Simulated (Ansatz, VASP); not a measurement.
AlCu3 in VASP and in Ansatz

The input POSCAR:

```
AlCu3
1.0
    0.0000000000      2.8012113243      2.8012113243
    2.8012113243      0.0000000000      2.8012113243
    2.8012113243      2.8012113243      0.0000000000
Al Cu
1 3
Direct
    0.0000000000      0.0000000000      0.0000000000
    0.5000000000      0.5000000000      0.5000000000
    0.2500000000      0.2500000000      0.2500000000
    0.7500000000      0.7500000000      0.7500000000
```

File INCAR.step1:

```
SYSTEM = AlCu3
ALGO     = Normal         ! electronic algorithm
EDIFF    = 1E-4           ! SCF threshold, eV
ENCUT    = 520            ! plane-wave cutoff, eV
GGA      = PE             ! functional
ISMEAR   = 0              ! smearing method
LASPH    = .True.         ! aspherical terms in the spheres
LCHARG   = .False.        ! write CHGCAR
LREAL    = .False.        ! projectors in reciprocal space
LWAVE    = .True.         ! write WAVECAR
NBANDS   = 26             ! bands
NELM     = 60             ! most SCF steps
PREC     = Accurate       ! precision mode
SIGMA    = 0.1            ! smearing width, eV
```

Contents of INCAR.step2:

```
SYSTEM = AlCu3
ALGO     = Normal         ! electronic algorithm
EDIFF    = 1E-6           ! SCF threshold, eV
ENCUT    = 520            ! plane-wave cutoff, eV
ISIF     = 2              ! what is computed and relaxed
ISMEAR   = 0              ! smearing method
ISTART   = 1            
LASPH    = .True.         ! aspherical terms in the spheres
LCHARG   = .False.        ! write CHGCAR
LMIXTAU  = .True.       
LREAL    = .False.        ! projectors in reciprocal space
LWAVE    = .False.        ! write WAVECAR
METAGGA  = R2SCAN         ! meta-GGA
NBANDS   = 26             ! bands
NELM     = 60             ! most SCF steps
PREC     = Accurate       ! precision mode
SIGMA    = 0.1            ! smearing width, eV
```

The input KPOINTS:

```
k-points
0
Gamma
  12 12 12
  0 0 0
```

Input for Ansatz:

```yaml
crystal:
  lattice:
    - [0.0, 2.8012113243, 2.8012113243]
    - [2.8012113243, 0.0, 2.8012113243]
    - [2.8012113243, 2.8012113243, 0.0]
  atoms:
    - { symbol: Al, position: [0.0, 0.0, 0.0] }
    - { symbol: Cu, position: [0.5, 0.5, 0.5] }
    - { symbol: Cu, position: [0.25, 0.25, 0.25] }
    - { symbol: Cu, position: [0.75, 0.75, 0.75] }
basis:
  ecutwfc: 500
kpoints:
  mp_grid: { grid: [12, 12, 12] }
hamiltonian:
  xc: r2scan
scf:
  occupations: { method: gaussian, width: 0.1 }
output:
  forces: true
  stress: true
  eigenvalues: true
```

Alike in both runs: task single point; functional r2SCAN; k mesh 12 × 12 × 12; occupations gaussian, width 0.1 eV; no spin polarisation.

|  | VASP | Ansatz |
| --- | --- | --- |
| version | VASP 6.6.1 | Ansatz 0.2.0 |
| potentials or method | VASP PAW PBE potentials, release 64 (Al, Cu), cutoff 520 eV | scalar-relativistic, plane waves, PAW |
| valence electrons in the cell | 36 | 60 |

|  | VASP | Ansatz | Ansatz less VASP |
| --- | --- | --- | --- |
| gap on the k mesh at the Fermi level (eV) | none | none | - |
| pressure (GPa) | 17.9 | 17.8 | -0.16 |

VASP's potentials were made for PBE, not for r2SCAN. A gap of «none» marks a metal or a gap that the smearing closes. With one functional, cell and mesh, what is left measures potentials, basis and numerics. VASP's potentials hold 36 valence electrons a cell and Ansatz's 60, so a difference there can come from the potentials and not from the codes.
